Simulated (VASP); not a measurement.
A run of VASP 6.6.1 is set up as follows.

File POSCAR:

```
Zn
1.0
    1.4671859615      0.8470802098      7.0908176894
   -1.4671859615      0.8470802098      7.0908176894
    0.0000000000     -1.6941604196      7.0908176894
Zn
3
Direct
    0.0000000000      0.0000000000      0.0000000000
    0.2222200000      0.2222200000      0.2222200000
    0.7777800000      0.7777800000      0.7777800000
```

INCAR.step1

```
SYSTEM = Zn
PREC = Accurate
ENCUT = 600
ISMEAR = 0
SIGMA = 0.1
LREAL = .False.
LASPH = .True.
NELM = 100
GGA = PE
ALGO = Normal
EDIFF = 1E-4
LWAVE = .True.
LCHARG = .False.
```

The input INCAR.step2:

```
SYSTEM = Zn
PREC = Accurate
ENCUT = 600
EDIFF = 1E-6
ISMEAR = 0
SIGMA = 0.1
LREAL = .False.
LASPH = .True.
NELM = 100
ALGO = Normal
ISIF = 3
LWAVE = .False.
LCHARG = .False.
METAGGA = R2SCAN
LMIXTAU = .True.
IBRION = 2
NSW = 90
EDIFFG = -0.04
ISTART = 1
```

KPOINTS

```
regular mesh
0
Gamma
  6 6 6
  0 0 0
```

Potentials or basis: VASP PAW PBE potentials, release 64 (Zn).

Command:

```bash
$ cat potpaw_PBE.64/Zn/POTCAR > POTCAR
$ cp INCAR.step1 INCAR
$ mpirun -np 1 vasp_std > vasp.out
$ cp INCAR.step2 INCAR
$ mpirun -np 1 vasp_std > vasp.out
```

Problem. What does it give for the band gap on the k mesh?

Solution. Zero (bands 18 and 19 overlap by 2.02 eV).

Problem. Estimate the space group after relaxing (to 0.1 Å).

Solution. R-3m (No. 166).

Problem. What does it give for the relaxed volume?

Solution. 14.33 Å³/atom.

Problem. What does it give for the relaxed cell?

Solution. a = 6.386 Å, b = 6.386 Å, c = 6.386 Å, α = 25.65°, β = 25.65°, γ = 25.65°.

Step by step:
```
step  energy change (eV)  largest force (eV/Å)  pressure (GPa)  volume (Å³)
   1              0.0000                0.0014          -10.61        52.88
   2             -0.4282                0.0558           -3.14        44.44
   3             -0.4486                0.0650           -0.49        42.98
   4             -0.4495                0.0669            0.22        42.66
   5             -0.4750                0.0273            0.21        42.52
   6             -0.5407                0.0987            1.93        42.03
   7             -0.5409                0.1106            2.21        41.96
   8             -0.5433                0.0896            0.18        42.99
   9             -0.5451                0.0974            1.08        42.56
  10             -0.5450                0.0959            0.79        42.65
  11             -0.5474                0.0570           -0.01        42.97
  12             -0.5474                0.0517           -0.11        43.02
  13             -0.5476                0.0268           -0.04        42.98
```

Caveat: the k points lie up to 0.43 Å⁻¹ apart in the final cell, too coarse for converged energies and pressures of a metal; the volume moved by over 15 % at a fixed basis, so the end points are rough; the PAW data sets were made with another functional, which shifts forces and pressure a little.
